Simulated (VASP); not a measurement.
A run of VASP 6.6.1:

Contents of INCAR:

```
SYSTEM = Te
ALGO = Normal
EDIFF = 1E-6
ENCUT = 500
GGA = CA
GGA_COMPAT = .FALSE.
ISIF = 2
ISMEAR = 0
LASPH = .TRUE.
LCHARG = .FALSE.
LREAL = .FALSE.
LWAVE = .FALSE.
NBANDS = 13
NELM = 120
PREC = Accurate
SIGMA = 0.05
```

The input KPOINTS:

```
k-points
0
G
  6 6 6
  0 0 0
```

The input POSCAR:

```
Te
1.0
    0.0000000000      3.5012774738      3.5012774738
    3.5012774738      0.0000000000      3.5012774738
    3.5012774738      3.5012774738      0.0000000000
Te
2
Direct
    1.0000000000      1.0000000000      1.0000000000
    0.2500000000      0.2500000000      0.2500000000
```

Potentials or basis: VASP PAW LDA potentials, release 64 (Te).

Run with:

```console
$ cat potpaw_LDA.64/Te/POTCAR > POTCAR
$ mpirun -np 1 vasp_std > vasp.out
```

Hardware: 1 thread of Intel(R) Xeon(R) Platinum 8488C (Sapphire Rapids), with other jobs on the host.

Q: How long does it take, and how much memory?

A: Run time: 9.7 s on 1 thread of Intel(R) Xeon(R) Platinum 8488C (Sapphire Rapids), on a shared host, peak memory 0.17 GiB. Counts: scf iterations 10, k points 16.
